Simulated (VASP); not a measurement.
Crystal: C.

```
CELL_PARAMETERS angstrom
0.00000 1.50000 1.50000
1.50000 0.00000 1.50000
1.50000 1.50000 0.00000
ATOMIC_POSITIONS crystal
C 0.00000 0.00000 0.00000
```

```yaml
Program: VASP 6.6.1
Task: relaxation of cell and atoms
Functional: PBE
Potentials_or_basis: VASP PAW PBE potentials, release 64 (C)
Cutoff: 600 eV
k_mesh: 11 × 11 × 11
Occupations: gaussian, width 0.02 eV
Spin: no spin polarisation
```

At the start: pressure 13.5 GPa; volume 6.75 Å³/atom.

Problem. How do energy, volume and symmetry change on relaxing?

Solution. Over 3 steps the energy falls by 19.4 meV/atom and the volume is 7.25 Å³/atom (+7.5 %); space group Fm-3m (No. 225, to 0.1 Å) before and after.

Step by step:
```tsv
step	energy change (eV)	largest force (eV/Å)	pressure (GPa)	volume (Å³)
1	0.0000	0.0000	13.54	6.75
2	-0.0191	0.0000	-1.28	7.32
3	-0.0194	0.0000	-0.27	7.25
```

Final structure:
```
C
1.0
     0.00000    1.53644    1.53644
     1.53644    0.00000    1.53644
     1.53644    1.53644    0.00000
C
1
Cartesian
  0.0000 0.0000 0.0000
```
